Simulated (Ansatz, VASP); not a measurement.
# One calculation of B5P, two programs

```xyz
6
Lattice="0.0000 3.2658 3.2301 2.9714 0.0000 3.2301 2.9714 3.2658 0.0000" Properties=species:S:1:pos:R:3 pbc="T T T"
B     4.4571    4.8987    3.9965
B     4.4571    4.8987    5.6938
B     2.9714    1.6399    3.2301
B     2.9714    4.8916    3.2301
B     2.9714    3.2658    3.2301
P     1.4857    1.6329    1.6150
```

Alike in both runs: functional PBE; k mesh 5 × 5 × 5; occupations gaussian, width 0.2 eV; no spin polarisation.

Ansatz relaxed the structure, and its values are those at the end. VASP's run is a single point on that final structure, the one shown.

|  | VASP | Ansatz |
| --- | --- | --- |
| version | VASP 6.6.1 | Ansatz 0.2.0 |
| potentials or method | VASP PAW PBE potentials, release 64 (B, P), cutoff 500 eV | scalar-relativistic, plane waves, PAW |
| valence electrons in the cell | 20 | 20 |

```csv
,VASP,Ansatz,Ansatz less VASP
gap on the k mesh at the Fermi level (eV),none,none,-
pressure (GPa),0.2,0.2,+0.02
rms of the force components (eV/Å),0.005,0.004,-0.0016
```

A gap of «none» marks a metal or a gap that the smearing closes.
